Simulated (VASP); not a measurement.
Runs of VASP 6.6.1 on AlFe. The structure is that of space group Pm-3m (No. 221), or close to it. The cells are those of the table. 

| level | cell | k mesh | gap on the mesh (eV) | pressure (GPa) | moment (μB) |
| --- | --- | --- | --- | --- | --- |
| PBEsol | a = 2.874 Å, 2 atoms | 14 × 14 × 14 | none | -5.3 | 0.67 |
| PBE | a = 2.874 Å, 2 atoms | 14 × 14 × 14 | none | 0.0 | 0.67 |
| r2SCAN | a = 2.874 Å, 2 atoms | 14 × 14 × 14 | none | (c) | 0.78 |
| PBE | a = 2.874 Å, 2 atoms | 18 × 18 × 18 | none | 0.0 | (b) |
| PBE | a = 2.932, b = 2.932, c = 2.840 Å, 2 atoms | 18 × 18 × 18 | none | -4.4 | 0.72 |
| PBE | a = 2.788, b = 2.788, c = 2.926 Å, 2 atoms | 18 × 18 × 18 | none | 8.6 | (a) |
| PBE | a = 2.961, b = 2.961, c = 2.785 Å, 2 atoms | 18 × 18 × 18 | none | -4.1 | 0.74 |

Alike in all rows: task single point; potentials or basis VASP PAW PBE potentials, release 64 (Al, Fe); spin collinear, ferromagnetic start; cutoff (eV) 520; smearing gaussian 0.1 eV.

Question: Estimate the missing entries.

Answer: (a) 0.69; (b) 0.70; (c) -4.8.

Caveats: the cell stands under tension (at least some runs); the PAW data sets were made with another functional, which shifts forces and pressure a little (at least some runs); the stress differs along the axes, from 4 to 11 GPa (at least some runs); the stress differs along the axes, from -6 to -0 GPa (at least some runs).

A gap of «none» marks levels without a gap at the run's occupations.
